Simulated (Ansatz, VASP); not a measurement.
## One calculation of FeO, two programs

```xyz
2
Lattice="0.0000 2.1554 2.1554 2.1554 0.0000 2.1554 2.1554 2.1554 0.0000" Properties=species:S:1:pos:R:3 pbc="T T T"
Fe    0.0000    0.0000    0.0000
O     2.1554    2.1554    2.1554
```

Alike in both runs: task single point; functional PBE; k mesh 11 × 11 × 11; occupations fermi-dirac, width 0.05 eV; collinear spin.

```csv
,VASP,Ansatz
version,VASP 6.6.1,Ansatz 0.2.0
potentials or method,"VASP PAW PBE potentials, release 64 (Fe_sv, O)",Ansatz PAW
plane-wave cutoff (eV),600,420
valence electrons in the cell,22,22
```

```tsv
	VASP	Ansatz	Ansatz less VASP
gap on the k mesh at the Fermi level (eV)	none	none	-
pressure (GPa)	-2.6	-0.2	+2.35
net moment per atom (μB)	2.00	2.00	0.000
size of the moment on the site where the two differ most (μB)	3.48	3.45	-0.027
```

Site moments also hang on the region over which each program counts them. A gap of «none» marks a metal or a gap that the smearing closes.
